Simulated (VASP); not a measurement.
# SiNi (P2_13) in VASP: notebook

Runs on SiNi. Level: PBEsol. Tasks: relaxation of the atoms, single point.

Everything below comes from runs of VASP 6.6.1. Logs are shortened: lines on timing, memory, paths and dates and some standing lists are left out, and cuts for length are marked.

**1. The cell of the first run**

The structure is cubic, space group P2_13 (No. 198). Conventional cell: a = 4.377 Å, b = 4.377 Å, c = 4.377 Å, α = 90.00°, β = 90.00°, γ = 90.00°. Si (site symmetry 3) has 7 Ni at 2.30 to 2.37 Å and 6 Si at 2.70 Å within 3.0 Å. Ni (site symmetry 3) has 7 Si at 2.30 to 2.37 Å and 6 Ni at 2.70 Å within 3.0 Å.

**2. Relaxation of the atoms, PBEsol (volume scaled by 0.94)**

File INCAR:

```
PREC = Accurate ; ENCUT = 520
EDIFF = 1E-6 ; ISMEAR = 0
SIGMA = 0.1 ; LREAL = F
LASPH = T ; NELM = 80
ALGO = Normal ; ISIF = 2
LWAVE = F ; LCHARG = F
GGA = PS ; IBRION = 2
NSW = 50 ; EDIFFG = -0.01
```

File KPOINTS:

```
Automatic mesh
0
Gamma
  8 8 8
```

File POSCAR:

```
SiNi
1.0
    4.3767893444      0.0000000000      0.0000000000
    0.0000000000      4.3767893444      0.0000000000
    0.0000000000      0.0000000000      4.3767893444
Si Ni
4 4
Direct
    0.6533582231      0.1533582231      0.3466417769
    0.1533582231      0.3466417769      0.6533582231
    0.3466417769      0.6533582231      0.1533582231
    0.8466417769      0.8466417769      0.8466417769
    0.3504166708      0.8504166708      0.6495833292
    0.8504166708      0.6495833292      0.3504166708
    0.6495833292      0.3504166708      0.8504166708
    0.1495833292      0.1495833292      0.1495833292
```

Potentials or basis: VASP PAW PBE potentials, release 64 (Si, Ni).

Launch:

```bash
$ cat potpaw_PBE.64/Si/POTCAR potpaw_PBE.64/Ni/POTCAR > POTCAR
$ mpirun -np 1 vasp_std > vasp.out
```

OUTCAR:

```text
PREC = Accurate
   ENCUT = 520
   EDIFF = 1E-6
   ISMEAR = 0
   LREAL = F
   LASPH = T
   NELM = 80
   ISIF = 2
   GGA = PS
   IBRION = 2
   NSW = 50
   EDIFFG = -0.01

 ion  position               nearest neighbor table
   1  0.653  0.153  0.347-   5 2.30   6 2.34   7 2.34   8 2.34   7 2.37   6 2.37   8 2.37   2 2.70
                             4 2.70   3 2.70   3 2.70   2 2.70   4 2.70
   2  0.153  0.347  0.653-   6 2.30   5 2.34   7 2.34   8 2.34   5 2.37   8 2.37   7 2.37   1 2.70
                             3 2.70   3 2.70   4 2.70   1 2.70   4 2.70
   3  0.347  0.653  0.153-   7 2.30   6 2.34   5 2.34   8 2.34   6 2.37   5 2.37   8 2.37   1 2.70
                             2 2.70   2 2.70   1 2.70   4 2.70   4 2.70
   4  0.847  0.847  0.847-   8 2.30   6 2.34   7 2.34   5 2.34   7 2.37   6 2.37   5 2.37   2 2.70
                             3 2.70   1 2.70   1 2.70   2 2.70   3 2.70
   5  0.350  0.850  0.650-   1 2.30   2 2.34   3 2.34   4 2.34   3 2.37   2 2.37   4 2.37   8 2.70
                             8 2.70   6 2.70   7 2.70   7 2.70   6 2.70
   6  0.850  0.650  0.350-   2 2.30   1 2.34   3 2.34   4 2.34   1 2.37   4 2.37   3 2.37   8 2.70
                             5 2.70   7 2.70   8 2.70   7 2.70   5 2.70
   7  0.650  0.350  0.850-   3 2.30   2 2.34   1 2.34   4 2.34   2 2.37   1 2.37   4 2.37   8 2.70
                             5 2.70   6 2.70   6 2.70   5 2.70   8 2.70
   8  0.150  0.150  0.150-   4 2.30   2 2.34   3 2.34   1 2.34   3 2.37   2 2.37   1 2.37   5 2.70
                             6 2.70   7 2.70   5 2.70   6 2.70   7 2.70

  LATTYP: Found a simple cubic cell.
 ALAT       =     4.3767893444

  Lattice vectors:

 A1 = (   4.3767893444,   0.0000000000,   0.0000000000)
 A2 = (   0.0000000000,   4.3767893444,   0.0000000000)
 A3 = (   0.0000000000,   0.0000000000,   4.3767893444)

Analysis of symmetry for initial positions (statically):
=====================================================================
 Subroutine PRICEL returns:
 Original cell was already a primitive cell.

 Routine SETGRP: Setting up the symmetry group for a
 simple cubic supercell.

 Subroutine GETGRP returns: Found 12 space group operations
 (whereof  3 operations were pure point group operations)
 out of a pool of 48 trial point group operations.

The static configuration has the point symmetry C_3 .
 The point group associated with its full space group is T   .

Analysis of symmetry for dynamics (positions and initial velocities):
=====================================================================
 Subroutine PRICEL returns:
 Original cell was already a primitive cell.

 Routine SETGRP: Setting up the symmetry group for a
 simple cubic supercell.

 Subroutine GETGRP returns: Found 12 space group operations
 (whereof  3 operations were pure point group operations)
 out of a pool of 48 trial point group operations.

The dynamic configuration has the point symmetry C_3 .
 The point group associated with its full space group is T   .

 Subroutine INISYM returns: Found 12 space group operations
 (whereof  3 operations are pure point group operations),
 and found     1 'primitive' translations

----------------------------------------------------------------------------------------

                                     Primitive cell

  volume of cell :      83.8430

  direct lattice vectors                    reciprocal lattice vectors
     4.376789344  0.000000000  0.000000000     0.228477983  0.000000000  0.000000000
     0.000000000  4.376789344  0.000000000     0.000000000  0.228477983  0.000000000
     0.000000000  0.000000000  4.376789344     0.000000000  0.000000000  0.228477983

  length of vectors
     4.376789344  4.376789344  4.376789344     0.228477983  0.228477983  0.228477983

  position of ions in fractional coordinates (direct lattice)
     0.653358223  0.153358223  0.346641777
     0.153358223  0.346641777  0.653358223
     0.346641777  0.653358223  0.153358223
     0.846641777  0.846641777  0.846641777
     0.350416671  0.850416671  0.649583329
     0.850416671  0.649583329  0.350416671
     0.649583329  0.350416671  0.850416671
     0.149583329  0.149583329  0.149583329

  ion indices of the primitive-cell ions
   primitive index   ion index
                 1           1
                 2           2
                 3           3
                 4           4
                 5           5
                 6           6
                 7           7
                 8           8

----------------------------------------------------------------------------------------

 KPOINTS: Automatic mesh

Automatic generation of k-mesh.
 Grid dimensions read from file:
 generate k-points for:    8    8    8

 Generating k-lattice:

  Cartesian coordinates                     Fractional coordinates (reciprocal lattice)
     0.028559748  0.000000000  0.000000000     0.125000000  0.000000000  0.000000000
     0.000000000  0.028559748  0.000000000     0.000000000  0.125000000  0.000000000
     0.000000000  0.000000000  0.028559748     0.000000000  0.000000000  0.125000000

  Length of vectors
     0.028559748  0.028559748  0.028559748

  Shift w.r.t. Gamma in fractional coordinates (k-lattice)
     0.000000000  0.000000000  0.000000000

 Subroutine IBZKPT returns following result:
 ===========================================

 Found     45 irreducible k-points:

 Following reciprocal coordinates:
            Coordinates               Weight
  0.000000  0.000000  0.000000      1.000000
  0.125000  0.000000  0.000000      6.000000
  0.250000  0.000000  0.000000      6.000000
  0.375000  0.000000  0.000000      6.000000
  0.500000  0.000000  0.000000      3.000000
  0.125000  0.125000  0.000000     12.000000
[... 16 lines left out ...]
  0.250000  0.125000  0.125000     24.000000
  0.375000  0.125000  0.125000     24.000000
 [... further k-points ...]
   k-points           NKPTS =     45   k-points in BZ     NKDIM =     45   number of bands    NBANDS=     33
   number of dos      NEDOS =    301   number of ions     NIONS =      8
   total plane-waves  NPLWV =  46656
   dimension x,y,z NGX =    36 NGY =   36 NGZ =   36
   dimension x,y,z NGXF=    72 NGYF=   72 NGZF=   72
   ions per type =               4   4
   NGX,Y,Z   is equivalent  to a cutoff of  13.67, 13.67, 13.67 a.u.
   NGXF,Y,Z  is equivalent  to a cutoff of  27.35, 27.35, 27.35 a.u.
 SYSTEM =  unknown system
   PREC   = accura    normal or accurate (medium, high low for compatibility)
   ISTART =      0    job   : 0-new  1-cont  2-samecut
   ICHARG =      2    charge: 1-file 2-atom 10-const
   ISPIN  =      1    spin polarized calculation?
   LNONCOLLINEAR =      F non collinear calculations
   LSORBIT =      F    spin-orbit coupling
   LASPH  =      T    aspherical Exc in radial PAW
   ENCUT  =  520.0 eV  38.22 Ry    6.18 a.u.   8.14  8.14  8.14*2*pi/ulx,y,z
   NELM   =     80;   NELMIN=  2; NELMDL= -5     # of ELM steps
   EDIFF  = 0.1E-05   stopping-criterion for ELM
   LREAL  =      F    real-space projection
   EDIFFG = -.1E-01   stopping-criterion for IOM
   NSW    =     50    number of steps for IOM
   IBRION =      2    ionic relax: 0-MD 1-quasi-New 2-CG
   NFREE  =      1    steps in history (QN), initial steepest desc. (CG)
   ISIF   =      2    stress and relaxation
   ISYM   =      2    0-nonsym 1-usesym 2-fastsym
   POTIM  = 0.5000    time-step for ionic-motion
   TEBEG  =    0.0;   TEEND  =   0.0 temperature during run
   PSTRESS=    0.0 pullay stress
   NELECT =      56.0000    total number of electrons
   NUPDOWN=      -1.0000    fix difference up-down
   EMIN   =  10.00;   EMAX   =-10.00  energy-range for DOS
   EFERMI =   0.00;   METHOD = LEGACY
   ISMEAR =     0;   SIGMA  =   0.10  broadening in eV -4-tet -1-fermi 0-gaus
   EFERMI_NEDOS =   21; number of points for ismear=-14 and -15
   IALGO  =     38    algorithm
   IMIX   =      4    mixing-type and parameters
     AMIX     =   0.40;   BMIX     =  1.00
     AMIX_MAG =   1.60;   BMIX_MAG =  1.00
  volume/ion in A,a.u.               =      10.48        70.73
  Fermi-wavevector in a.u.,A,eV,Ry     =   1.431029  2.704253 27.862621  2.047845
  Thomas-Fermi vector in A             =   2.550810
   LORBIT       =      0    0 simple, 1 ext, 2 COOP (PROOUT), +10 PAW based schemes
   GGA     = PS    functional components
   LHFCALC =     F    Hartree Fock is set to
   AEXX    =    0.0000 exact exchange contribution
   IVDW    =     0    specifies the selected vdW correction
   LEPSILON=     F    determine dielectric tensor
   LRPA    =     F    only Hartree local field effects (RPA)
 conjugate gradient relaxation of ions
 non-spin polarized calculation
 Gauss-broadening in eV      SIGMA  =   0.10
  energy-cutoff  :      520.00
  volume of cell :       83.84
 maximum number of plane-waves:      2301
 NGX is ok and might be reduce to    36
   NGX = 17   NGY = 17   NGZ = 17

--------------------------------------- Ionic step        1  -------------------------------------------

 number of electron      56.0000002 magnetization

 Free energy of the ion-electron system (eV)
  ---------------------------------------------------
  ext. energy  EPLUGINS =         0.00000000
  ---------------------------------------------------
  free energy    TOTEN  =       -51.35444330 eV

  energy without entropy =      -51.34363389  energy(sigma->0) =      -51.34903859

------------------------ aborting loop because EDIFF is reached ----------------------------------------

  FORCE on cell =-STRESS in cart. coord.  units (eV):
  Direction    XX          YY          ZZ          XY          YZ          ZX
  --------------------------------------------------------------------------------------
  -------------------------------------------------------------------------------------
  Total        7.6674735      7.6674735      7.6674735     -0.0000000      0.0000000      0.0000000
  in kB      146.5196709    146.5196709    146.5196709     -0.0000000      0.0000000      0.0000000
  external PRESSURE =     146.5196709 kB  Pullay stress =       0.0000000 kB
[... 69 lines left out ...]
  energy  without entropy=      -51.3437949706  energy(sigma->0) =      -51.34919586

--------------------------------------- Ionic step        3  -------------------------------------------

 number of electron      56.0000005 magnetization

 Free energy of the ion-electron system (eV)
  ---------------------------------------------------
  ext. energy  EPLUGINS =         0.00000000
  ---------------------------------------------------
  free energy    TOTEN  =       -51.35465278 eV

  energy without entropy =      -51.34385908  energy(sigma->0) =      -51.34925593

 E-fermi :  13.2950     XC(G=0): -13.1078

 val. band max:       13.2678513444   @ k =  -0.1250   0.3750   0.0000
 cond. band min:      13.3226503475   @ k =   0.2500   0.2500   0.0000
 fundamental gap:      0.0547990030
 Fermi energy:        13.2950015236

 k-point     1 :       0.0000    0.0000    0.0000
  band No.  band energies     occupation
      1      -1.8189      2.00000
      2       3.9085      2.00000
      3       3.9085      2.00000
      4       3.9085      2.00000
      5       6.3896      2.00000
      6       6.3896      2.00000
[... 853 lines left out ...]
     32      15.0482      0.00000
     33      15.5815      0.00000

 [... further k-points ...]

------------------------ aborting loop because EDIFF is reached ----------------------------------------

  FORCE on cell =-STRESS in cart. coord.  units (eV):
  Direction    XX          YY          ZZ          XY          YZ          ZX
  --------------------------------------------------------------------------------------
  -------------------------------------------------------------------------------------
  Total        7.6446048      7.6446048      7.6446048     -0.0000000     -0.0000000     -0.0000000
  in kB      146.0826675    146.0826675    146.0826675     -0.0000000     -0.0000000     -0.0000000
  external PRESSURE =     146.0826675 kB  Pullay stress =       0.0000000 kB
[... 23 lines left out ...]
  FREE ENERGIE OF THE ION-ELECTRON SYSTEM (eV)
  ---------------------------------------------------
  free  energy   TOTEN  =       -51.3546527835 eV

  energy  without entropy=      -51.3438590787  energy(sigma->0) =      -51.34925593

 reached required accuracy - stopping structural energy minimisation
```

Run time: 1.9 min. Hardware: 1 thread of Intel Xeon 6975P-C (Granite Rapids), shared host; peak memory 0.27 GiB.

Results:

* Free energy: -51.3547 eV
* Energy gained by relaxing: 0.0 meV/atom
* Ionic steps: 3
* Pressure after relaxing: 14.6 GPa
* Largest force after relaxing: 0.006 eV/Å
* Band gap on the k mesh: zero (band 28 reaches 14.46 eV, above the bottom of band 29 at 13.12 eV)

Forces in eV/Å, atoms in the order of the input:
```
Si   0.004  0.004 -0.004
Si   0.004 -0.004  0.004
Si  -0.004  0.004  0.004
Si  -0.004 -0.004 -0.004
Ni  -0.003 -0.003  0.003
Ni  -0.003  0.003 -0.003
Ni   0.003 -0.003 -0.003
Ni   0.003  0.003  0.003
```

The path:
| step | energy change (eV) | largest force (eV/Å) | pressure (GPa) |
| --- | --- | --- | --- |
| 1 | 0.0000 | 0.0241 | 14.65 |
| 2 | -0.0002 | 0.0153 | 14.62 |
| 3 | -0.0002 | 0.0065 | 14.61 |

Final structure:
```yaml
crystal:
  lattice:
    - [4.37679, 0.00000, 0.00000]
    - [0.00000, 4.37679, 0.00000]
    - [0.00000, 0.00000, 4.37679]
  atoms:
    - { symbol: Si, position: [0.65307, 0.15307, 0.34693] }
    - { symbol: Si, position: [0.15307, 0.34693, 0.65307] }
    - { symbol: Si, position: [0.34693, 0.65307, 0.15307] }
    - { symbol: Si, position: [0.84693, 0.84693, 0.84693] }
    - { symbol: Ni, position: [0.35010, 0.85010, 0.64990] }
    - { symbol: Ni, position: [0.85010, 0.64990, 0.35010] }
    - { symbol: Ni, position: [0.64990, 0.35010, 0.85010] }
    - { symbol: Ni, position: [0.14990, 0.14990, 0.14990] }
```

Caveat: the cell differs from its parent crystal (volume scaled by 0.94); the PAW data sets were made with another functional, which shifts forces and pressure a little.

**3. Single point, PBEsol**

This run uses another cell than the first one, of 11.42 Å³/atom, 1.090 times its volume.

File INCAR:

```
PREC = Accurate ; ENCUT = 520
EDIFF = 1E-6 ; ISMEAR = 0
SIGMA = 0.1 ; LREAL = False
LASPH = True ; NELM = 60
ALGO = Normal ; ISIF = 2
LWAVE = False ; LCHARG = False
GGA = PS ; NBANDS = 38
```

File KPOINTS:

```
Automatic mesh
0
Gamma
  4 4 4
```

File POSCAR:

```
SiNi
1.0
    4.5036940000      0.0000000000      0.0000000000
    0.0000000000      4.5036940000      0.0000000000
    0.0000000000      0.0000000000      4.5036940000
Si Ni
4 4
Direct
    0.6531700000      0.1531700000      0.3468300000
    0.1531700000      0.3468300000      0.6531700000
    0.3468300000      0.6531700000      0.1531700000
    0.8468300000      0.8468300000      0.8468300000
    0.3504960000      0.8504960000      0.6495040000
    0.8504960000      0.6495040000      0.3504960000
    0.6495040000      0.3504960000      0.8504960000
    0.1495040000      0.1495040000      0.1495040000
```

Potentials or basis: VASP PAW PBE potentials, release 64 (Si, Ni).

Launch:

```bash
$ cat potpaw_PBE.64/Si/POTCAR potpaw_PBE.64/Ni/POTCAR > POTCAR
$ mpirun -np 1 vasp_std > vasp.out
```

Run time: 72 s. Hardware: 1 thread of Intel Xeon 8259CL, shared host; peak memory 0.21 GiB.

The run converged. Its results:

```
Free energy            : -51.5131 eV
Pressure               : -4.2 GPa
Largest force          : 0.040 eV/Å
Band gap on the k mesh : zero (band 28 reaches 12.79 eV, above the bottom of band 29 at 11.61 eV)
```

Forces on the atoms (eV/Å):
```
Si   0.023  0.023 -0.023
Si   0.023 -0.023  0.023
Si  -0.023  0.023  0.023
Si  -0.023 -0.023 -0.023
Ni   0.013  0.013 -0.013
Ni   0.013 -0.013  0.013
Ni  -0.013  0.013  0.013
Ni  -0.013 -0.013 -0.013
```

Levels at points of the mesh, in eV from the Fermi level:
```
           k point  band 26  band 27  band 28  band 29  band 30  band 31
(0.00, 0.00, 0.00)    -1.67    -1.67     0.92     0.92     0.92     1.33
(0.50, 0.00, 0.00)    -2.04    -0.67    -0.67    -0.26    -0.26     2.69
(0.50, 0.50, 0.00)    -1.58    -1.03    -1.03     0.28     0.28     0.80
(0.50, 0.50, 0.50)    -1.83    -1.83    -1.83     4.12     4.12     4.12
```

Caveat: the PAW data sets were made with another functional, which shifts forces and pressure a little.

**4. Single point, PBEsol (volume scaled by 0.88, then relaxed in part)**

File INCAR:

```
SYSTEM = SiNi
ALGO     = Normal         ! electronic algorithm
EDIFF    = 1E-6           ! SCF threshold, eV
ENCUT    = 520            ! plane-wave cutoff, eV
GGA      = PS             ! functional
ISIF     = 2              ! what is computed and relaxed
ISMEAR   = 0              ! smearing method
LASPH    = .True.         ! aspherical terms in the spheres
LCHARG   = .False.        ! write CHGCAR
LREAL    = .False.        ! projectors in reciprocal space
LWAVE    = .False.        ! write WAVECAR
NBANDS   = 38             ! bands
NELM     = 60             ! most SCF steps
PREC     = Accurate       ! precision mode
SIGMA    = 0.1            ! smearing width, eV
```

File KPOINTS:

```
k-points
0
Gamma
  8 8 8
  0 0 0
```

File POSCAR:

```
SiNi
1.0
    4.2816114252      0.0000000000      0.0000000000
    0.0000000000      4.2816114252      0.0000000000
    0.0000000000      0.0000000000      4.2816114252
Si Ni
4 4
Direct
    0.6528853660      0.1528853660      0.3471146340
    0.1528853660      0.3471146340      0.6528853660
    0.3471146340      0.6528853660      0.1528853660
    0.8471146340      0.8471146340      0.8471146340
    0.3494203979      0.8494203979      0.6505796021
    0.8494203979      0.6505796021      0.3494203979
    0.6505796021      0.3494203979      0.8494203979
    0.1505796021      0.1505796021      0.1505796021
```

Launch:

```bash
$ cat potpaw_PBE.64/Si/POTCAR potpaw_PBE.64/Ni/POTCAR > POTCAR
$ mpirun -np 1 vasp_std > vasp.out
```

Wall time 2.4 min (1 thread of Intel Xeon 8259CL, shared host); peak memory 0.24 GiB.

Results (log left out):

- Free energy: -50.5477 eV
- Pressure: 34.8 GPa
- Band gap on the k mesh: zero (band 28 reaches 15.82 eV, above the bottom of band 29 at 14.36 eV)

Forces on the atoms (eV/Å):
```
Si  -0.001 -0.001  0.001
Si  -0.001  0.001 -0.001
Si   0.001 -0.001 -0.001
Si   0.001  0.001  0.001
Ni  -0.001 -0.001  0.001
Ni  -0.001  0.001 -0.001
Ni   0.001 -0.001 -0.001
Ni   0.001  0.001  0.001
```

Levels at points of the mesh, in eV from the Fermi level:
| k point | band 24 | band 25 | band 26 | band 27 | band 28 | band 29 | band 30 | band 31 | band 32 | band 33 |
| --- | --- | --- | --- | --- | --- | --- | --- | --- | --- | --- |
| (0.00, 0.00, 0.00) | -2.89 | -2.07 | -2.07 | -2.07 | 1.30 | 1.30 | 1.30 | 1.38 | 1.38 | 2.12 |
| (0.50, 0.00, 0.00) | -2.71 | -2.54 | -2.54 | -0.87 | -0.87 | -0.17 | -0.17 | 2.94 | 2.94 | 3.23 |
| (0.50, 0.50, 0.00) | -3.08 | -1.99 | -1.99 | -1.25 | -1.25 | 0.49 | 0.49 | 0.93 | 0.93 | 4.04 |
| (0.50, 0.50, 0.50) | -3.38 | -2.27 | -2.27 | -2.27 | -2.27 | 4.88 | 4.88 | 4.88 | 4.88 | 4.91 |

Caveat: the cell differs from its parent crystal (volume scaled by 0.88, then relaxed in part); the PAW data sets were made with another functional, which shifts forces and pressure a little. Spin polarisation is off, so any magnetic state and its effect on volume and gap are missing.

(Part 1 of 2 ends here.)
